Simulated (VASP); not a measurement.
Set up this calculation in VASP 6.6.1, as the native input.

* Task: single point
* Functional: PBEsol
* Potentials or basis: VASP PAW PBE potentials, release 64 (Si, C)
* Cutoff: 520 eV
* k mesh: 10 × 10 × 5
* Occupations: fermi-dirac, width 0.05 eV
* Spin: no spin polarisation
* Dipole correction: no
* Further INCAR settings: ALGO = Normal; EDIFF = 1e-06; NBANDS = 16

The structure of SiC (Moissanite) lies in POSCAR:

```
SiC
1.0
    3.0963714546      0.0000000000      0.0000000000
   -1.5481857273      2.6815363392      0.0000000000
    0.0000000000      0.0000000000      5.0814314379
Si C
2 2
Direct
    0.6666666667      0.3333333333      0.5000000000
    0.3333333333      0.6666666667      0.0000000000
    0.6666666667      0.3333333333      0.8850000000
    0.3333333333      0.6666666667      0.3850000000
```

This cell differs from its parent crystal: volume scaled by 1.02.

The input as run:

INCAR

```
ALGO = Normal
EDIFF = 1E-6
ENCUT = 520
GGA = PS
ISIF = 2
ISMEAR = -1
LASPH = T
LCHARG = F
LREAL = F
LWAVE = F
NBANDS = 16
NELM = 100
PREC = Accurate
SIGMA = 0.05
```

KPOINTS

```
k-points
0
Gamma
  10 10 5
```

Potentials or basis: VASP PAW PBE potentials, release 64 (Si, C).

Launch:

```bash
$ cat potpaw_PBE.64/Si/POTCAR potpaw_PBE.64/C/POTCAR > POTCAR
$ mpirun -np 1 vasp_std > vasp.out
```

Results of the run:

- Pressure: -3.7 GPa
- Largest force: 0.721 eV/Å
- Band gap on the k mesh: 2.35 eV, indirect (least direct gap 3.92 eV)

Caveat: the PAW data sets were made with another functional, which shifts forces and pressure a little.

Run time: 24 s on 1 thread of Intel(R) Xeon(R) Platinum 8375C CPU @ 2.90GHz (Ice Lake), with other jobs on the host, peak memory 0.16 GiB.
